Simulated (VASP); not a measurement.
# C (Fmmm) in VASP: further runs

The runs below take C through single point, with r2SCAN.

All numbers are computed with VASP 6.6.1; they aren't measurements. Logs are shortened: lines on timing, memory, paths and dates and some standing lists are left out, and cuts for length are marked.

**1. The cell of the first run**

It takes space group Fmmm (No. 69, orthorhombic). Conventional cell: a = 2.419 Å, b = 4.190 Å, c = 6.910 Å, α = 90.00°, β = 90.00°, γ = 90.00°. C (site symmetry m2m) has 3 C at 1.40 Å within 1.9 Å.

**2. Single point, r2SCAN (strain -0.015 along x and y, -0.030 along z)**

The input, POSCAR:

```
C
1.0
    0.0000000000      2.0948551915      3.4549107515
    1.2095023860      0.0000000000      3.4549107515
    1.2095023860      2.0948551915      0.0000000000
C
2
Direct
    0.1667039277      0.8332960723      0.1667039277
    0.8332960723      0.1667039277      0.8332960723
```

The input, INCAR.step1:

```
PREC     = Accurate       # precision mode
ENCUT    = 520            # plane-wave cutoff, eV
ISMEAR   = 0              # smearing method
SIGMA    = 0.05           # smearing width, eV
LREAL    = False          # projectors in reciprocal space
LASPH    = True           # aspherical terms in the spheres
NELM     = 60             # most SCF steps
NBANDS   = 11             # bands
GGA      = PE             # functional
ALGO     = Normal         # electronic algorithm
EDIFF    = 1E-4           # SCF threshold, eV
LWAVE    = True           # write WAVECAR
LCHARG   = False          # write CHGCAR
```

The input, INCAR.step2:

```
PREC     = Accurate       # precision mode
ENCUT    = 520            # plane-wave cutoff, eV
EDIFF    = 1E-6           # SCF threshold, eV
ISMEAR   = 0              # smearing method
SIGMA    = 0.05           # smearing width, eV
LREAL    = False          # projectors in reciprocal space
LASPH    = True           # aspherical terms in the spheres
NELM     = 60             # most SCF steps
ALGO     = Normal         # electronic algorithm
ISIF     = 2              # what is computed and relaxed
LWAVE    = False          # write WAVECAR
LCHARG   = False          # write CHGCAR
METAGGA  = R2SCAN         # meta-GGA
LMIXTAU  = True         
NBANDS   = 11             # bands
ISTART   = 1
```

The input, KPOINTS:

```
Automatic mesh
0
Gamma
  14 14 14
```

Potentials or basis: VASP PAW PBE potentials, release 64 (C).

On the command line:

```sh
> cat potpaw_PBE.64/C/POTCAR > POTCAR
> cp INCAR.step1 INCAR
> mpirun -np 1 vasp_std > vasp.out
> cp INCAR.step2 INCAR
> mpirun -np 1 vasp_std > vasp.out
```

OUTCAR:

```text
PREC = Accurate
   ENCUT = 520
   EDIFF = 1E-6
   ISMEAR = 0
   LREAL = False
   LASPH = True
   NELM = 60
   ISIF = 2
   METAGGA = R2SCAN
   ISTART = 1

 ion  position               nearest neighbor table
   1  0.167  0.833  0.167-   2 1.40   2 1.40   2 1.40
   2  0.833  0.167  0.833-   1 1.40   1 1.40   1 1.40

  LATTYP: Found a face centered orthorhombic cell.
 ALAT       =     2.4190047720
 B/A-ratio  =     1.7319975684
 C/A-ratio  =     2.8564728697

  Lattice vectors:

 A1 = (   0.0000000000,   2.0948551915,   3.4549107515)
 A2 = (   1.2095023860,   0.0000000000,   3.4549107515)
 A3 = (   1.2095023860,   2.0948551915,   0.0000000000)

Analysis of symmetry for initial positions (statically):
=====================================================================
 Subroutine PRICEL returns:
 Original cell was already a primitive cell.

 Routine SETGRP: Setting up the symmetry group for a
 face centered orthorhombic supercell.

 Subroutine GETGRP returns: Found  8 space group operations
 (whereof  8 operations were pure point group operations)
 out of a pool of  8 trial point group operations.

The static configuration has the point symmetry D_2h.

Analysis of symmetry for dynamics (positions and initial velocities):
=====================================================================
 Subroutine PRICEL returns:
 Original cell was already a primitive cell.

 Routine SETGRP: Setting up the symmetry group for a
 face centered orthorhombic supercell.

 Subroutine GETGRP returns: Found  8 space group operations
 (whereof  8 operations were pure point group operations)
 out of a pool of  8 trial point group operations.

The dynamic configuration has the point symmetry D_2h.

 Subroutine INISYM returns: Found  8 space group operations
 (whereof  8 operations are pure point group operations),
 and found     1 'primitive' translations

----------------------------------------------------------------------------------------

                                     Primitive cell

  volume of cell :      17.5076

  direct lattice vectors                    reciprocal lattice vectors
     0.000000000  2.094855192  3.454910751    -0.413393149  0.238679982  0.144721539
     1.209502386  0.000000000  3.454910751     0.413393149 -0.238679982  0.144721539
     1.209502386  2.094855192  0.000000000     0.413393149  0.238679982 -0.144721539

  length of vectors
     4.040399309  3.660506020  2.418949006     0.498804925  0.498804925  0.498804925

  position of ions in fractional coordinates (direct lattice)
     0.166703928  0.833296072  0.166703928
     0.833296072  0.166703928  0.833296072

  ion indices of the primitive-cell ions
   primitive index   ion index
                 1           1
                 2           2

----------------------------------------------------------------------------------------

 KPOINTS: Automatic mesh

Automatic generation of k-mesh.
 Grid dimensions read from file:
 generate k-points for:   14   14   14

 Generating k-lattice:

  Cartesian coordinates                     Fractional coordinates (reciprocal lattice)
    -0.029528082  0.017048570  0.010337253     0.071428571  0.000000000  0.000000000
     0.029528082 -0.017048570  0.010337253     0.000000000  0.071428571  0.000000000
     0.029528082  0.017048570 -0.010337253    -0.000000000 -0.000000000  0.071428571

  Length of vectors
     0.035628923  0.035628923  0.035628923

  Shift w.r.t. Gamma in fractional coordinates (k-lattice)
     0.000000000  0.000000000  0.000000000

 Subroutine IBZKPT returns following result:
 ===========================================

 Found    428 irreducible k-points:

 Following reciprocal coordinates:
            Coordinates               Weight
  0.000000  0.000000  0.000000      1.000000
  0.071429 -0.000000 -0.000000      8.000000
  0.142857 -0.000000  0.000000      8.000000
  0.214286 -0.000000 -0.000000      8.000000
  0.285714 -0.000000 -0.000000      8.000000
  0.357143 -0.000000 -0.000000      8.000000
[... 16 lines left out ...]
  0.214286  0.142857 -0.000000      8.000000
  0.285714  0.142857 -0.000000      8.000000
 [... further k-points ...]
   k-points           NKPTS =    428   k-points in BZ     NKDIM =    428   number of bands    NBANDS=     11
   number of dos      NEDOS =    301   number of ions     NIONS =      2
   total plane-waves  NPLWV =  15120
   dimension x,y,z NGX =    30 NGY =   28 NGZ =   18
   dimension x,y,z NGXF=    60 NGYF=   56 NGZF=   36
   ions per type =               2
   NGX,Y,Z   is equivalent  to a cutoff of  12.34, 12.72, 12.37 a.u.
   NGXF,Y,Z  is equivalent  to a cutoff of  24.69, 25.43, 24.74 a.u.
 SYSTEM =  unknown system
   PREC   = accura    normal or accurate (medium, high low for compatibility)
   ISTART =      1    job   : 0-new  1-cont  2-samecut
   ICHARG =      0    charge: 1-file 2-atom 10-const
   ISPIN  =      1    spin polarized calculation?
   LNONCOLLINEAR =      F non collinear calculations
   LSORBIT =      F    spin-orbit coupling
   LASPH  =      T    aspherical Exc in radial PAW
   ENCUT  =  520.0 eV  38.22 Ry    6.18 a.u.   7.51  6.81  4.50*2*pi/ulx,y,z
   NELM   =     60;   NELMIN=  2; NELMDL=  0     # of ELM steps
   EDIFF  = 0.1E-05   stopping-criterion for ELM
   LREAL  =      F    real-space projection
   EDIFFG = 0.1E-04   stopping-criterion for IOM
   NSW    =      0    number of steps for IOM
   IBRION =     -1    ionic relax: 0-MD 1-quasi-New 2-CG
   NFREE  =      0    steps in history (QN), initial steepest desc. (CG)
   ISIF   =      2    stress and relaxation
   ISYM   =      2    0-nonsym 1-usesym 2-fastsym
   POTIM  = 0.5000    time-step for ionic-motion
   TEBEG  =    0.0;   TEEND  =   0.0 temperature during run
   PSTRESS=    0.0 pullay stress
   NELECT =       8.0000    total number of electrons
   NUPDOWN=      -1.0000    fix difference up-down
   EMIN   =  10.00;   EMAX   =-10.00  energy-range for DOS
   EFERMI =   0.00;   METHOD = LEGACY
   ISMEAR =     0;   SIGMA  =   0.05  broadening in eV -4-tet -1-fermi 0-gaus
   EFERMI_NEDOS =   21; number of points for ismear=-14 and -15
   IALGO  =     38    algorithm
   IMIX   =      4    mixing-type and parameters
     AMIX     =   0.40;   BMIX     =  1.00
     AMIX_MAG =   1.60;   BMIX_MAG =  1.00
  volume/ion in A,a.u.               =       8.75        59.07
  Fermi-wavevector in a.u.,A,eV,Ry     =   1.260944  2.382838 21.632972  1.589979
  Thomas-Fermi vector in A             =   2.394428
   LORBIT       =      0    0 simple, 1 ext, 2 COOP (PROOUT), +10 PAW based schemes
   METAGGA = R2SCAN    functional components
   LHFCALC =     F    Hartree Fock is set to
   AEXX    =    0.0000 exact exchange contribution
   IVDW    =     0    specifies the selected vdW correction
   LEPSILON=     F    determine dielectric tensor
   LRPA    =     F    only Hartree local field effects (RPA)
 non-spin polarized calculation
 Gauss-broadening in eV      SIGMA  =   0.05
  energy-cutoff  :      520.00
  volume of cell :       17.51
 maximum number of plane-waves:       485
   NGX = 15   NGY = 13   NGZ =  9

 number of electron       8.0000000 magnetization

 Free energy of the ion-electron system (eV)
  ---------------------------------------------------
  ext. energy  EPLUGINS =         0.00000000
  ---------------------------------------------------
  free energy    TOTEN  =       -19.83696015 eV

  energy without entropy =      -19.83696015  energy(sigma->0) =      -19.83696015

 E-fermi :   4.9689     XC(G=0): -11.0328

 val. band max:        4.6558268197   @ k =   0.5000  -0.1429   0.3571
 cond. band min:       5.2396957096   @ k =  -0.0714   0.2857   0.2857
 fundamental gap:      0.5838688898
 Fermi energy:         4.9689047881

 k-point     1 :       0.0000    0.0000    0.0000
  band No.  band energies     occupation
      1     -16.6237      2.00000
      2      -2.8263      2.00000
      3       1.5280      2.00000
      4       1.5361      2.00000
      5       8.6974      0.00000
      6      13.7366      0.00000
      7      13.8016      0.00000
      8      17.7836      0.00000
      9      19.1440      0.00000
     10      29.3466      0.00000
     11      30.8216      0.00000

 k-point     2 :       0.0714   -0.0000   -0.0000
  band No.  band energies     occupation
      1     -16.4885      2.00000
      2      -2.6980      2.00000
      3       1.0035      2.00000
      4       1.2440      2.00000
      5       8.9156      0.00000
      6      13.8645      0.00000
      7      14.3340      0.00000
      8      17.2532      0.00000
      9      19.3809      0.00000
     10      29.7788      0.00000
     11      30.0341      0.00000

 k-point     3 :       0.1429   -0.0000    0.0000
  band No.  band energies     occupation
      1     -16.0841      2.00000
      2      -2.3126      2.00000
      3      -0.3848      2.00000
      4       0.5379      2.00000
      5       9.5662      0.00000
      6      13.9277      0.00000
      7      15.8111      0.00000
      8      15.9128      0.00000
      9      20.1450      0.00000
     10      27.9350      0.00000
     11      30.9072      0.00000

 k-point     4 :       0.2143   -0.0000   -0.0000
  band No.  band energies     occupation
      1     -15.4150      2.00000
      2      -2.2522      2.00000
      3      -1.6710      2.00000
      4      -0.3115      2.00000
      5      10.6263      0.00000
      6      13.7827      0.00000
      7      13.8201      0.00000
      8      18.1632      0.00000
      9      21.3621      0.00000
     10      25.8429      0.00000
     11      30.4651      0.00000
[... 239 lines left out ...]
 k-point    22 :       0.1429    0.1429    0.0000
  band No.  band energies     occupation
      1     -16.5822      2.00000
      2      -3.1995      2.00000
      3       1.5296      2.00000
      4       1.5312      2.00000
      5       9.6062      0.00000
      6      13.7410      0.00000
      7      13.7862      0.00000
      8      17.8060      0.00000
      9      19.1214      0.00000
     10      29.2377      0.00000
     11      29.4013      0.00000

 k-point    23 :       0.2143    0.1429   -0.0000
  band No.  band energies     occupation
      1     -16.4289      2.00000
      2      -3.2186      2.00000
      3       0.9969      2.00000
      4       1.2439      2.00000
      5      10.2315      0.00000
      6      13.8539      0.00000
      7      14.3320      0.00000
      8      17.3021      0.00000
      9      19.3410      0.00000
     10      28.4840      0.00000
     11      29.6360      0.00000

 k-point    24 :       0.2857    0.1429   -0.0000
  band No.  band energies     occupation
      1     -16.0106      2.00000
      2      -2.9359      2.00000
      3      -0.3991      2.00000
      4       0.5379      2.00000
      5      11.2212      0.00000
      6      13.9217      0.00000
      7      15.8645      0.00000
      8      15.9735      0.00000
      9      20.0575      0.00000
     10      27.2648      0.00000
     11      30.3832      0.00000

 [... further k-points ...]
[... 5 lines left out ...]
  --------------------------------------------------------------------------------------
  -------------------------------------------------------------------------------------
  Total        2.3125308      2.3100189      0.0657129      0.0000000      0.0000000      0.0000000
  in kB      211.6267375    211.3968674      6.0135868      0.0000000      0.0000000      0.0000000
  external PRESSURE =     143.0123972 kB  Pullay stress =       0.0000000 kB

 VOLUME and BASIS-vectors are now :
 -----------------------------------------------------------------------------
  energy-cutoff  :      520.00
  volume of cell :       17.51
      direct lattice vectors                 reciprocal lattice vectors
     0.000000000  2.094855192  3.454910751    -0.413393149  0.238679982  0.144721539
     1.209502386  0.000000000  3.454910751     0.413393149 -0.238679982  0.144721539
     1.209502386  2.094855192  0.000000000     0.413393149  0.238679982 -0.144721539

 POSITION                                       TOTAL-FORCE (eV/Angst)
 -----------------------------------------------------------------------------------
      1.20950      0.69844      3.45491         0.000000      0.003056      0.000000
      1.20950      3.49127      3.45491         0.000000     -0.003056      0.000000
 -----------------------------------------------------------------------------------
    total drift:                                0.000000      0.000000      0.000000

  FREE ENERGIE OF THE ION-ELECTRON SYSTEM (eV)
  ---------------------------------------------------
  free  energy   TOTEN  =       -19.8369601497 eV

  energy  without entropy=      -19.8369601497  energy(sigma->0) =      -19.83696015
```

It took 6.5 min on 1 thread of Intel Xeon 8259CL, shared host; peak memory 0.19 GiB.

What came out:

```yaml
Free_energy: -19.8370 eV
Pressure: 14.3 GPa
Largest_force: 0.003 eV/Å
```

Forces in eV/Å, atoms in the order of the input:
```
C    0.000  0.003  0.000
C    0.000 -0.003  0.000
```

Caveat: the cell differs from its parent crystal (strain -0.015 along x and y, -0.030 along z); the cell stands under pressure; the PAW data sets were made with another functional, which shifts forces and pressure a little.

**3. Single point, r2SCAN (strain -0.030 along x and y, +0.015 along z)**

The input, POSCAR:

```
C
1.0
    0.0000000000      2.0629538434      3.6151901162
    1.1910835680      0.0000000000      3.6151901162
    1.1910835680      2.0629538434      0.0000000000
C
2
Direct
    0.1667039277      0.8332960723      0.1667039277
    0.8332960723      0.1667039277      0.8332960723
```

The input, INCAR.step1:

```
SYSTEM = C
ALGO = Normal
EDIFF = 1E-4
ENCUT = 520
GGA = PE
ISMEAR = 0
LASPH = .True.
LCHARG = .False.
LREAL = .False.
LWAVE = .True.
NBANDS = 11
NELM = 60
PREC = Accurate
SIGMA = 0.05
```

The input, INCAR.step2:

```
SYSTEM = C
ALGO = Normal
EDIFF = 1E-7
ENCUT = 520
ISIF = 2
ISMEAR = 0
ISTART = 1
LASPH = .True.
LCHARG = .False.
LMIXTAU = .True.
LREAL = .False.
LWAVE = .False.
METAGGA = R2SCAN
NBANDS = 11
NELM = 60
PREC = Accurate
SIGMA = 0.05
```

The input, KPOINTS:

```
k-points
0
Gamma
  14 14 14
  0 0 0
```

Potentials or basis: VASP PAW PBE potentials, release 64 (C).

On the command line:

```sh
> cat potpaw_PBE.64/C/POTCAR > POTCAR
> cp INCAR.step1 INCAR
> mpirun -np 1 vasp_std > vasp.out
> cp INCAR.step2 INCAR
> mpirun -np 1 vasp_std > vasp.out
```

It took 7.4 min on 1 thread of Intel Xeon 8259CL, shared host; peak memory 0.19 GiB.

Results (log left out):

```
Free energy   : -19.7294 eV
Pressure      : 28.2 GPa
Largest force : 0.008 eV/Å
```

Forces on the atoms (eV/Å):
```
C    0.000 -0.008  0.000
C    0.000  0.008  0.000
```

Stress tensor (GPa, compression positive):
```
42.60  0.00  0.00
 0.00 42.55  0.00
 0.00  0.00 -0.55
```

Caveat: the cell differs from its parent crystal (strain -0.030 along x and y, +0.015 along z); the cell stands under pressure; the PAW data sets were made with another functional, which shifts forces and pressure a little.

**4. Single point, r2SCAN (strain -0.015 along x and y, -0.015 along z)**

The input, POSCAR:

```
C
1.0
    0.0000000000      2.0948551915      3.5083372064
    1.2095023860      0.0000000000      3.5083372064
    1.2095023860      2.0948551915      0.0000000000
C
2
Direct
    0.1667039277      0.8332960723      0.1667039277
    0.8332960723      0.1667039277      0.8332960723
```

The input, INCAR.step1:

```
PREC = Accurate ; ENCUT = 520
ISMEAR = 0 ; SIGMA = 0.05
LREAL = F ; LASPH = T
NELM = 60 ; NBANDS = 11
GGA = PE ; ALGO = Normal
EDIFF = 1E-4 ; LWAVE = T
LCHARG = F
```

The input, INCAR.step2:

```
PREC = Accurate ; ENCUT = 520
EDIFF = 1E-7 ; ISMEAR = 0
SIGMA = 0.05 ; LREAL = F
LASPH = T ; NELM = 60
ALGO = Normal ; ISIF = 2
LWAVE = F ; LCHARG = F
METAGGA = R2SCAN ; LMIXTAU = T
NBANDS = 11 ; ISTART = 1
```

The input, KPOINTS:

```
Automatic mesh
0
Gamma
  14 14 14
```

On the command line:

```sh
> cat potpaw_PBE.64/C/POTCAR > POTCAR
> cp INCAR.step1 INCAR
> mpirun -np 1 vasp_std > vasp.out
> cp INCAR.step2 INCAR
> mpirun -np 1 vasp_std > vasp.out
```

Run time: 9 min. Hardware: 1 thread of Intel Xeon 8259CL, shared host; peak memory 0.19 GiB.

It converged, with:

```
Free energy : -19.8378 eV
Pressure    : 14.0 GPa
```

Stress tensor (GPa, compression positive):
```
20.90  0.00  0.00
 0.00 20.88  0.00
 0.00  0.00  0.17
```

Caveat: the cell differs from its parent crystal (strain -0.015 along x and y, -0.015 along z); the cell stands under pressure; the PAW data sets were made with another functional, which shifts forces and pressure a little.

(Part 1 of 2 ends here.)
